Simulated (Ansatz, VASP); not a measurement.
AlN in VASP and in Ansatz

```
Al N
1.0
     4.40252    0.00000    0.00000
     0.00000   -4.40252    0.00000
     0.00000    0.00000   -4.40252
Al N
4 4
Cartesian
  -0.0891 0.1260 0.0891
  2.2013 -2.2013 0.0000
  2.2013 0.0000 -2.2013
  0.0000 -2.2013 -2.2013
  3.3019 -3.3019 -3.3019
  1.1006 -1.1006 -3.3019
  1.1006 -3.3019 -1.1006
  3.3019 -1.1006 -1.1006
```

Alike in both runs: task single point; functional PBE; k mesh 6 × 6 × 6; occupations gaussian, width 0.05 eV; no spin polarisation.

|  | VASP | Ansatz |
| --- | --- | --- |
| version | VASP 6.6.1 | Ansatz 0.2.0 |
| potentials or method | VASP PAW PBE potentials, release 64 (Al, N), cutoff 520 eV | scalar-relativistic, plane waves, PAW |
| valence electrons in the cell | 32 | 32 |

```tsv
	VASP	Ansatz	Ansatz less VASP
gap on the k mesh at the Fermi level (eV)	2.88	2.88	+0.007
least direct gap on the mesh (eV)	2.88	2.88	+0.007
pressure (GPa)	1.1	1.3	+0.17
traceless stress, the component that is largest in VASP (GPa)	-2.78	-2.77	+0.010
rms of the force components (eV/Å)	1.130	1.128	-0.0011
```

Atom by atom the forces differ by 0.002 eV/Å (rms over components). The functional is the same, so the differences come from potentials, cutoffs and numerics.
